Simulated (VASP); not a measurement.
## KIr6: single point with PBE

Crystal: KIr6.

```
K Ir
1.0
     2.97904   -4.57305    0.00000
     2.97904    4.57305    0.00000
     0.00000    0.00000    7.57278
K Ir
1 6
Direct
  0.00000 0.00000 0.00000
  0.50000 0.50000 0.19134
  0.50000 0.50000 0.80866
  0.00000 0.50000 0.69134
  0.50000 0.00000 0.30866
  0.50000 0.00000 0.69134
  0.00000 0.50000 0.30866
```

The cell was generated, and may not be a known phase.

```json
{
 "Program": "VASP 6.6.1",
 "Task": "single point",
 "Functional": "PBE",
 "Potentials or basis": "VASP PAW PBE potentials, release 64 (K_sv, Ir)",
 "Cutoff": "520 eV",
 "k mesh": "4 × 4 × 2",
 "Occupations": "gaussian, width 0.1 eV",
 "Spin": "no spin polarisation",
 "Dipole correction": "no",
 "Further INCAR settings": "ALGO = Fast; EDIFF = 1e-06; NBANDS = 40"
}
```

- Pressure: -22.8 GPa
- Largest force: 1.335 eV/Å
- Band gap on the k mesh: zero (an odd number of electrons rules out a gap without spin polarisation)

Forces in eV/Å, atoms in the order of the input:
```
K    0.000  0.000  0.000
Ir   0.000  0.000  0.115
Ir   0.000  0.000 -0.115
Ir   0.000  0.000 -1.335
Ir   0.000  0.000  1.335
Ir   0.000  0.000 -1.335
Ir   0.000  0.000  1.335
```

Stress tensor (GPa, compression positive):
```
-23.99   0.00   0.00
  0.00 -23.71   0.00
  0.00   0.00 -20.61
```

Levels at points of the mesh, in eV from the Fermi level:
| k point | band 28 | band 29 | band 30 | band 31 | band 32 | band 33 | band 34 | band 35 |
| --- | --- | --- | --- | --- | --- | --- | --- | --- |
| (0.00, 0.00, 0.00) | -0.51 | -0.25 | -0.08 | 0.01 | 0.03 | 0.20 | 0.25 | 0.66 |
| (0.50, 0.00, 0.00) | -0.71 | -0.65 | -0.49 | -0.32 | -0.18 | -0.03 | 0.07 | 0.62 |
| (0.50, 0.50, 0.00) | -0.19 | -0.14 | -0.08 | 0.10 | 0.18 | 0.34 | 0.49 | 0.60 |
| (0.00, 0.00, 0.50) | -0.52 | -0.20 | -0.12 | -0.11 | -0.07 | 0.05 | 0.19 | 1.07 |
| (0.50, 0.00, 0.50) | -0.93 | -0.52 | -0.42 | -0.31 | -0.26 | -0.13 | 0.03 | 0.24 |
| (0.50, 0.50, 0.50) | -0.24 | -0.14 | 0.01 | 0.15 | 0.17 | 0.27 | 0.34 | 0.41 |

Run time: 3.9 min on 1 thread of AMD EPYC 7R43 64-Core Processor (Zen 3) (shared host), peak memory 0.31 GiB.

Caveat: the k points lie up to 0.41 Å⁻¹ apart, too coarse for converged energies and pressures of a metal; spin-orbit coupling is left out, which moves the levels of the heavy elements; forces of over 1 eV/Å act on the atoms, so gaps and moduli don't describe the material at rest.
